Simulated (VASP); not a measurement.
# CuO (Cccm) in VASP: notebook, part 2 of 2

VASP 6.6.1. Earlier steps stand in the parts before.

### Step 4. Relaxation of cell and atoms, PBE, target pressure 10 GPa, at which the enthalpy is minimised

This run uses another cell than the first one: it holds 4 atoms, not 8.

Contents of INCAR:

```
PREC = Accurate
ENCUT = 600
EDIFF = 1E-7
ISMEAR = 0
SIGMA = 0.1
LREAL = False
LASPH = True
NELM = 80
ALGO = Normal
ISIF = 3
LWAVE = False
LCHARG = False
GGA = PE
IBRION = 2
NSW = 70
EDIFFG = -0.008
PSTRESS = 100.0
```

Contents of KPOINTS:

```
regular mesh
0
Gamma
  14 14 8
```

Contents of POSCAR:

```
CuO
1.0
    2.0294599023     -2.0323865425      0.0000000000
    2.0294599023      2.0323865425      0.0000000000
    0.0000000000      0.0000000000      5.0857451582
Cu O
2 2
Direct
    0.0000000000      0.5000000000      0.0000000000
    0.5000000000      0.0000000000      0.5000000000
    0.5000000000      0.5000000000      0.2500000000
    0.5000000000      0.5000000000      0.7500000000
```

Potentials or basis: VASP PAW PBE potentials, release 64 (Cu, O).

Command:

```sh
cat potpaw_PBE.64/Cu/POTCAR potpaw_PBE.64/O/POTCAR > POTCAR
mpirun -np 1 vasp_std > vasp.out
```

OUTCAR:

```text
PREC = Accurate
   ENCUT = 600
   EDIFF = 1E-7
   ISMEAR = 0
   LREAL = False
   LASPH = True
   NELM = 80
   ISIF = 3
   GGA = PE
   IBRION = 2
   NSW = 70
   EDIFFG = -0.008
   PSTRESS = 100.0

 ion  position               nearest neighbor table
   1  0.000  0.500  0.000-   3 1.92   4 1.92   3 1.92   4 1.92
   2  0.500  0.000  0.500-   3 1.92   4 1.92   3 1.92   4 1.92
   3  0.500  0.500  0.250-   1 1.92   2 1.92   2 1.92   1 1.92
   4  0.500  0.500  0.750-   1 1.92   2 1.92   2 1.92   1 1.92

  LATTYP: Found a base centered orthorhombic cell.
 ALAT       =     4.0589198046
 B/A-ratio  =     1.0014420784
 C/A-ratio  =     1.2529799560

  Lattice vectors:

 A1 = (   2.0294599023,  -2.0323865425,   0.0000000000)
 A2 = (   2.0294599023,   2.0323865425,   0.0000000000)
 A3 = (   0.0000000000,   0.0000000000,   5.0857451582)

Analysis of symmetry for initial positions (statically):
=====================================================================
 Subroutine PRICEL returns:
 Original cell was already a primitive cell.

 Routine SETGRP: Setting up the symmetry group for a
 base centered orthorhombic supercell.

 Subroutine GETGRP returns: Found  8 space group operations
 (whereof  4 operations were pure point group operations)
 out of a pool of  8 trial point group operations.

The static configuration has the point symmetry C_2h.
 The point group associated with its full space group is D_2h.

Analysis of symmetry for dynamics (positions and initial velocities):
=====================================================================
 Subroutine PRICEL returns:
 Original cell was already a primitive cell.

[... 130 lines left out ...]
   IMIX   =      4    mixing-type and parameters
     AMIX     =   0.40;   BMIX     =  1.00
     AMIX_MAG =   1.60;   BMIX_MAG =  1.00
  volume/ion in A,a.u.               =      10.49        70.78
  Fermi-wavevector in a.u.,A,eV,Ry     =   1.526314  2.884316 31.696619  2.329636
  Thomas-Fermi vector in A             =   2.634365
   LORBIT       =      0    0 simple, 1 ext, 2 COOP (PROOUT), +10 PAW based schemes
   GGA     = PE    functional components
   LHFCALC =     F    Hartree Fock is set to
   AEXX    =    0.0000 exact exchange contribution
   IVDW    =     0    specifies the selected vdW correction
   LEPSILON=     F    determine dielectric tensor
   LRPA    =     F    only Hartree local field effects (RPA)
 conjugate gradient relaxation of ions
 non-spin polarized calculation
 Gauss-broadening in eV      SIGMA  =   0.10
  energy-cutoff  :      600.00
  volume of cell :       41.95
 maximum number of plane-waves:      1418
   NGX = 11   NGY = 11   NGZ = 21

--------------------------------------- Ionic step        1  -------------------------------------------

 number of electron      33.9999985 magnetization

 Free energy of the ion-electron system (eV)
  ---------------------------------------------------
  ext. energy  EPLUGINS =         0.00000000
  ---------------------------------------------------
  free energy    TOTEN  =       -19.63650442 eV

  energy without entropy =      -19.62374654  energy(sigma->0) =      -19.63012548

------------------------ aborting loop because EDIFF is reached ----------------------------------------

  FORCE on cell =-STRESS in cart. coord.  units (eV):
  Direction    XX          YY          ZZ          XY          YZ          ZX
  --------------------------------------------------------------------------------------
  -------------------------------------------------------------------------------------
  Total        2.7886019      2.7885402      3.5309764      0.0000000      0.0000000      0.0000000
  in kB      106.4941422    106.4917862    134.8447424      0.0000000      0.0000000      0.0000000
  external PRESSURE =      15.9435569 kB  Pullay stress =     100.0000000 kB
[... 147 lines left out ...]
--------------------------------------- Ionic step        5  -------------------------------------------

 number of electron      33.9999996 magnetization

 Free energy of the ion-electron system (eV)
  ---------------------------------------------------
  ext. energy  EPLUGINS =         0.00000000
  ---------------------------------------------------
  free energy    TOTEN  =       -19.65144550 eV

  energy without entropy =      -19.63870772  energy(sigma->0) =      -19.64507661

 E-fermi :   5.5399     XC(G=0): -11.6110

 val. band max:        5.5382320225   @ k =  -0.2143   0.0714   0.1250
 cond. band min:       5.5402359861   @ k =   0.4286   0.0714   0.1250
 fundamental gap:      0.0020039636
 Fermi energy:         5.5399024900

 k-point     1 :       0.0000    0.0000    0.0000
  band No.  band energies     occupation
      1     -14.6700      2.00000
      2     -13.3172      2.00000
      3      -3.0444      2.00000
      4      -0.1577      2.00000
      5      -0.1549      2.00000
      6       1.5309      2.00000
[... 565 lines left out ...]
     20      11.0219      0.00000
     21      14.6741      0.00000

 [... further k-points ...]

------------------------ aborting loop because EDIFF is reached ----------------------------------------

  FORCE on cell =-STRESS in cart. coord.  units (eV):
  Direction    XX          YY          ZZ          XY          YZ          ZX
  --------------------------------------------------------------------------------------
  -------------------------------------------------------------------------------------
  Total        2.6201395      2.6199951      2.6388373      0.0000000      0.0000000      0.0000000
  in kB       99.6734987     99.6680080    100.3847897      0.0000000      0.0000000      0.0000000
  external PRESSURE =      -0.0912345 kB  Pullay stress =     100.0000000 kB
[... 23 lines left out ...]
  energy  without entropy=      -19.6387077224  energy(sigma->0) =      -19.64507661

  enthalpy is  TOTEN    =       -17.0227232093 eV   P V=        2.6287222895

 reached required accuracy - stopping structural energy minimisation
```

OSZICAR:

```text
N       E                     dE             d eps       ncg     rms          rms(c)
DAV:   1     0.325791537950E+03    0.32579E+03   -0.18524E+04 12298   0.283E+03
[... 49 lines left out ...]
DAV:   1    -0.196584449197E+02   -0.21850E-03   -0.23486E-01 16503   0.664E+00    0.647E-01
DAV:   2    -0.196532418955E+02    0.52030E-02   -0.25981E-02 15997   0.457E+00    0.300E-01
DAV:   3    -0.196520925888E+02    0.11493E-02   -0.51701E-03 17863   0.287E+00    0.213E-01
DAV:   4    -0.196515158171E+02    0.57677E-03   -0.99865E-04 18675   0.107E+00    0.728E-02
DAV:   5    -0.196514546695E+02    0.61148E-04   -0.37040E-04 18712   0.268E-01    0.243E-02
DAV:   6    -0.196514453651E+02    0.93044E-05   -0.36170E-05 20287   0.112E-01    0.654E-03
DAV:   7    -0.196514455902E+02   -0.22510E-06   -0.51536E-06 17867   0.307E-02    0.204E-03
DAV:   8    -0.196514454989E+02    0.91368E-07   -0.24947E-07 11077   0.162E-02
   5 F= -.17022723E+02 E0= -.17016354E+02  d E =-.158956E-02
```

CONTCAR:

```text
CuO
   1.00000000000000
     2.0214869031468288   -2.0243665170344367    0.0000000000000000
     2.0214869031468288    2.0243665170344367    0.0000000000000000
     0.0000000000000000    0.0000000000000000    5.1459459098038760
  Cu              O
     2     2
Direct
     0.0000000000000000    0.5000000000000000    0.0000000000000000
     0.5000000000000000    0.0000000000000000    0.5000000000000000
     0.5000000000000000    0.5000000000000000    0.2500000000000000
     0.5000000000000000    0.5000000000000000    0.7500000000000000

  0.00000000E+00  0.00000000E+00  0.00000000E+00
  0.00000000E+00  0.00000000E+00  0.00000000E+00
  0.00000000E+00  0.00000000E+00  0.00000000E+00
  0.00000000E+00  0.00000000E+00  0.00000000E+00
```

It took 6.4 min on 1 thread of Intel Xeon 6975P-C (Granite Rapids), shared host; peak memory 0.37 GiB.

Results:

```yaml
Free_energy: -19.6514 eV
Relaxed_volume: 10.53 Å³/atom
Relaxed_cell: a = 2.861 Å, b = 2.861 Å, c = 5.146 Å, α = 90.00°, β = 90.00°, γ = 90.08°
Space_group_after_relaxing_to_0.1_Å: P4_2/mmc (No. 131)
Energy_change_on_relaxing_the_run_minimises_the_enthalpy: -3.7 meV/atom
Ionic_steps: 5
Pressure_after_relaxing: 10.0 GPa
Band_gap_on_the_k_mesh: zero (bands 17 and 18 overlap by 1.15 eV)
```

Step by step:
```csv
step,energy change (eV),largest force (eV/Å),pressure (GPa),volume (Å³)
1,0.0000,0.0000,11.59,41.95
2,-0.0415,0.0000,8.20,42.59
3,-0.0270,0.0000,9.52,42.34
4,-0.0217,0.0000,9.73,42.23
5,-0.0149,0.0000,9.99,42.12
```

Final structure:
```yaml
crystal:
  lattice:
    - [2.02149, -2.02437, 0.00000]
    - [2.02149, 2.02437, 0.00000]
    - [0.00000, 0.00000, 5.14595]
  atoms:
    - { symbol: Cu, position: [0.00000, 0.50000, 0.00000] }
    - { symbol: Cu, position: [0.50000, 0.00000, 0.50000] }
    - { symbol: O, position: [0.50000, 0.50000, 0.25000] }
    - { symbol: O, position: [0.50000, 0.50000, 0.75000] }
```

Caveat: the cell is relaxed towards a set pressure, so the run minimises the enthalpy, not the energy; semilocal functionals often make such compounds metallic where correlation or magnetic order opens a gap, which also shifts bond lengths. With open d or f shells a metallic result of PBE can be an artefact of self-interaction; +U or a hybrid may open a gap.

### Step 5. Overview

```tsv
task	cell	k mesh	cutoff (eV)	gap on the mesh (eV)	pressure (GPa)
single point	a = 4.143, b = 4.155, c = 5.254 Å, 8 atoms, atomic positions A	8 × 8 × 8	520	none	-1.7
single point	a = 4.123, b = 4.134, c = 5.357 Å, 8 atoms, atomic positions A	8 × 8 × 8	520	none	-4.2
relaxation of cell and atoms	relaxed to 10 GPa from a = 2.872, b = 2.872, c = 5.086 Å, angles 90.0, 90.0, 90.1°, 4 atoms, atomic positions B	14 × 14 × 8	600	none	10.0
```

Alike in all rows: level PBE; potentials or basis VASP PAW PBE potentials, release 64 (Cu, O); no spin polarisation; smearing gaussian 0.1 eV.

Caveats: semilocal functionals often make such compounds metallic where correlation or magnetic order opens a gap, which also shifts bond lengths; the cell stands under tension (at least some runs); the cell is relaxed towards a set pressure, so the run minimises the enthalpy, not the energy (at least some runs).

Absolute energies hang on the potentials; compare differences alone.
